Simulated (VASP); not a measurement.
# AgCl in VASP: a series of runs

The runs below take AgCl through single point, with PBEsol.

All numbers are computed with VASP 6.6.1; they aren't measurements. Logs are shortened: lines on timing, memory, paths and dates and some standing lists are left out, and cuts for length are marked.

## (1) The cell of the first run

Symmetry: I4/mmm, No. 139, tetragonal system. The conventional cell has a = 4.039 Å, b = 4.039 Å, c = 5.629 Å, α = 90.00°, β = 90.00°, γ = 90.00°. Ag (site symmetry 4/mmm) has 6 Cl at 2.81 to 2.86 Å within 3.7 Å. Within 3.7 Å of Cl (site symmetry 4/mmm) lie 6 Ag at 2.81 to 2.86 Å.

## (2) Single point, PBEsol (strain +0.030 along x and y, +0.015 along z)

Contents of INCAR:

```
SYSTEM = AgCl
ALGO = Normal
EDIFF = 1E-6
ENCUT = 520
GGA = PS
ISIF = 2
ISMEAR = 0
LASPH = .True.
LCHARG = .True.
LELF = .True.
LREAL = .False.
LVHAR = .True.
LWAVE = .False.
NBANDS = 16
NELM = 60
PREC = Accurate
SIGMA = 0.05
```

Contents of KPOINTS:

```
k-points
0
Gamma
  8 8 8
  0 0 0
```

Contents of POSCAR:

```
AgCl
1.0
    0.0000000000      2.8563445000      2.8147472500
    2.8563445000      0.0000000000      2.8147472500
    2.8563445000      2.8563445000      0.0000000000
Ag Cl
1 1
Direct
    0.5000000000      0.5000000000      0.5000000000
    0.0000000000      0.0000000000      0.0000000000
```

Potentials or basis: VASP PAW PBE potentials, release 64 (Ag, Cl).

Launch:

```console
$ cat potpaw_PBE.64/Ag/POTCAR potpaw_PBE.64/Cl/POTCAR > POTCAR
$ mpirun -np 1 vasp_std > vasp.out
```

OUTCAR:

```text
SYSTEM = AgCl
   EDIFF = 1E-6
   ENCUT = 520
   GGA = PS
   ISIF = 2
   ISMEAR = 0
   LASPH = .True.
   LREAL = .False.
   NELM = 60
   PREC = Accurate

 ion  position               nearest neighbor table
   1  0.500  0.500  0.500-   2 2.81   2 2.81   2 2.86   2 2.86   2 2.86   2 2.86
   2  0.000  0.000  0.000-   1 2.81   1 2.81   1 2.86   1 2.86   1 2.86   1 2.86

  LATTYP: Found a body centered tetragonal cell.
 ALAT       =     4.0394811307
 C/A-ratio  =     1.3936182192

  Lattice vectors:

 A1 = (   0.0000000000,  -2.8563445000,  -2.8147472500)
 A2 = (   0.0000000000,   2.8563445000,  -2.8147472500)
 A3 = (   2.8563445000,   0.0000000000,   2.8147472500)

Analysis of symmetry for initial positions (statically):
=====================================================================
 Subroutine PRICEL returns:
 Original cell was already a primitive cell.

 Routine SETGRP: Setting up the symmetry group for a
 body centered tetragonal supercell.

 Subroutine GETGRP returns: Found 16 space group operations
 (whereof 16 operations were pure point group operations)
 out of a pool of 16 trial point group operations.

The static configuration has the point symmetry D_4h.

Analysis of symmetry for dynamics (positions and initial velocities):
=====================================================================
 Subroutine PRICEL returns:
 Original cell was already a primitive cell.

 Routine SETGRP: Setting up the symmetry group for a
 body centered tetragonal supercell.

 Subroutine GETGRP returns: Found 16 space group operations
 (whereof 16 operations were pure point group operations)
 out of a pool of 16 trial point group operations.

The dynamic configuration has the point symmetry D_4h.

 Subroutine INISYM returns: Found 16 space group operations
 (whereof 16 operations are pure point group operations),
 and found     1 'primitive' translations

----------------------------------------------------------------------------------------

                                     Primitive cell

  volume of cell :      45.9294

  direct lattice vectors                    reciprocal lattice vectors
     0.000000000  2.856344500  2.814747250    -0.175048913  0.175048913  0.177635843
     2.856344500  0.000000000  2.814747250     0.175048913 -0.175048913  0.177635843
     2.856344500  2.856344500  0.000000000     0.175048913  0.175048913 -0.177635843
[... 77 lines left out ...]
   ICHARG =      2    charge: 1-file 2-atom 10-const
   ISPIN  =      1    spin polarized calculation?
   LNONCOLLINEAR =      F non collinear calculations
   LSORBIT =      F    spin-orbit coupling
   LASPH  =      T    aspherical Exc in radial PAW
   ENCUT  =  520.0 eV  38.22 Ry    6.18 a.u.   7.46  7.46  7.51*2*pi/ulx,y,z
   NELM   =     60;   NELMIN=  2; NELMDL= -5     # of ELM steps
   EDIFF  = 0.1E-05   stopping-criterion for ELM
   LREAL  =      F    real-space projection
   EDIFFG = 0.1E-04   stopping-criterion for IOM
   NSW    =      0    number of steps for IOM
   IBRION =     -1    ionic relax: 0-MD 1-quasi-New 2-CG
   NFREE  =      0    steps in history (QN), initial steepest desc. (CG)
   ISIF   =      2    stress and relaxation
   ISYM   =      2    0-nonsym 1-usesym 2-fastsym
   POTIM  = 0.5000    time-step for ionic-motion
   TEBEG  =    0.0;   TEEND  =   0.0 temperature during run
   PSTRESS=    0.0 pullay stress
   NELECT =      18.0000    total number of electrons
   NUPDOWN=      -1.0000    fix difference up-down
   EMIN   =  10.00;   EMAX   =-10.00  energy-range for DOS
   EFERMI =   0.00;   METHOD = LEGACY
   ISMEAR =     0;   SIGMA  =   0.05  broadening in eV -4-tet -1-fermi 0-gaus
   EFERMI_NEDOS =   21; number of points for ismear=-14 and -15
   IALGO  =     38    algorithm
   IMIX   =      4    mixing-type and parameters
     AMIX     =   0.40;   BMIX     =  1.00
     AMIX_MAG =   1.60;   BMIX_MAG =  1.00
  volume/ion in A,a.u.               =      22.96       154.97
  Fermi-wavevector in a.u.,A,eV,Ry     =   1.198033  2.263954 19.528214  1.435283
  Thomas-Fermi vector in A             =   2.333933
   LORBIT       =      0    0 simple, 1 ext, 2 COOP (PROOUT), +10 PAW based schemes
   GGA     = PS    functional components
   LHFCALC =     F    Hartree Fock is set to
   AEXX    =    0.0000 exact exchange contribution
   IVDW    =     0    specifies the selected vdW correction
   LEPSILON=     F    determine dielectric tensor
   LRPA    =     F    only Hartree local field effects (RPA)
 non-spin polarized calculation
 Gauss-broadening in eV      SIGMA  =   0.05
  energy-cutoff  :      520.00
  volume of cell :       45.93
 maximum number of plane-waves:      1255
 NGX is ok and might be reduce to    30
   NGX = 15   NGY = 15   NGZ = 15

 number of electron      17.9999996 magnetization

 Free energy of the ion-electron system (eV)
  ---------------------------------------------------
  ext. energy  EPLUGINS =         0.00000000
  ---------------------------------------------------
  free energy    TOTEN  =        -5.95915111 eV

  energy without entropy =       -5.95915111  energy(sigma->0) =       -5.95915111

 E-fermi :   3.1498     XC(G=0):  -9.8321

 val. band max:        2.8527858261   @ k =   0.5000  -0.0000   0.0000
 cond. band min:       3.5759009388   @ k =   0.0000   0.0000   0.0000
 fundamental gap:      0.7231151128
 Fermi energy:         3.1498242330

 k-point     1 :       0.0000    0.0000    0.0000
  band No.  band energies     occupation
      1     -11.8557      2.00000
      2       0.6052      2.00000
      3       0.6052      2.00000
      4       0.6357      2.00000
      5       0.6483      2.00000
      6       0.6521      2.00000
[... 433 lines left out ...]
      3      -0.7189      2.00000
      4      -0.5703      2.00000
      5       0.7554      2.00000
      6       0.8999      2.00000
[... 8 lines left out ...]
     15      16.3451      0.00000
     16      16.5118      0.00000

 [... further k-points ...]
[... 5 lines left out ...]
  --------------------------------------------------------------------------------------
  -------------------------------------------------------------------------------------
  Total       -1.4941854     -1.4941854     -1.5135719      0.0000000      0.0000000      0.0000000
  in kB      -52.1224107    -52.1224107    -52.7986808      0.0000000      0.0000000      0.0000000
  external PRESSURE =     -52.3478340 kB  Pullay stress =       0.0000000 kB

 VOLUME and BASIS-vectors are now :
 -----------------------------------------------------------------------------
  energy-cutoff  :      520.00
  volume of cell :       45.93
      direct lattice vectors                 reciprocal lattice vectors
     0.000000000  2.856344500  2.814747250    -0.175048913  0.175048913  0.177635843
     2.856344500  0.000000000  2.814747250     0.175048913 -0.175048913  0.177635843
     2.856344500  2.856344500  0.000000000     0.175048913  0.175048913 -0.177635843

 POSITION                                       TOTAL-FORCE (eV/Angst)
 -----------------------------------------------------------------------------------
      2.85634      2.85634      2.81475         0.000000      0.000000      0.000000
      0.00000      0.00000      0.00000         0.000000      0.000000     -0.000000
 -----------------------------------------------------------------------------------
    total drift:                                0.000000      0.000000      0.000000

  FREE ENERGIE OF THE ION-ELECTRON SYSTEM (eV)
  ---------------------------------------------------
  free  energy   TOTEN  =        -5.9591511069 eV

  energy  without entropy=       -5.9591511069  energy(sigma->0) =       -5.95915111
```

OSZICAR:

```text
N       E                     dE             d eps       ncg     rms          rms(c)
DAV:   1     0.911392726762E+02    0.91139E+02   -0.85017E+03  1888   0.100E+03
DAV:   2    -0.288991601948E+01   -0.94029E+02   -0.85818E+02  2360   0.213E+02
DAV:   3    -0.611960737980E+01   -0.32297E+01   -0.32199E+01  2408   0.402E+01
DAV:   4    -0.613634970944E+01   -0.16742E-01   -0.16741E-01  2368   0.334E+00
DAV:   5    -0.613654038856E+01   -0.19068E-03   -0.19068E-03  2432   0.354E-01    0.524E+00
DAV:   6    -0.596350110598E+01    0.17304E+00   -0.29485E-01  2512   0.701E+00    0.343E+00
DAV:   7    -0.596068884782E+01    0.28123E-02   -0.71495E-02  2176   0.176E+00    0.176E+00
DAV:   8    -0.595915113177E+01    0.15377E-02   -0.49454E-03  2320   0.693E-01    0.282E-01
DAV:   9    -0.595910611027E+01    0.45022E-04   -0.39529E-04  2456   0.289E-01    0.683E-02
DAV:  10    -0.595915033893E+01   -0.44229E-04   -0.99913E-05  2216   0.808E-02    0.174E-02
DAV:  11    -0.595915110690E+01   -0.76797E-06   -0.10315E-06  2096   0.918E-03
   1 F= -.59591511E+01 E0= -.59591511E+01  d E =-.103694E-18
```

stdout:

```text
POSCAR found type information on POSCAR AgCl
 POSCAR found :  2 types and       2 ions
 scaLAPACK will be used
 -----------------------------------------------------------------------------
|                                                                             |
|                                                                             |
|     You enforced a specific xc type in the INCAR file but a different       |
|     I HOPE YOU KNOW WHAT YOU ARE DOING!                                     |
|                                                                             |
 -----------------------------------------------------------------------------

 LDA part: xc-table for (Slater+PW92), standard interpolation
 POSCAR, INCAR and KPOINTS ok, starting setup
 FFT: planning ... GRIDC
 FFT: planning ... GRID_SOFT
 FFT: planning ... GRID
 WAVECAR not read
 entering main loop
```

Wall time 15 s (1 thread of Intel Xeon 6975P-C (Granite Rapids), shared host); peak memory 0.19 GiB.

What came out:

```yaml
Free_energy: -5.9592 eV
Pressure: -5.2 GPa
Band_gap_on_the_k_mesh: 0.72 eV, indirect (least direct gap 2.78 eV)
```

Caveat: the cell differs from its parent crystal (strain +0.030 along x and y, +0.015 along z); the PAW data sets were made with another functional, which shifts forces and pressure a little. A k mesh can miss the band edges.

(Part 1 of 2 ends here.)
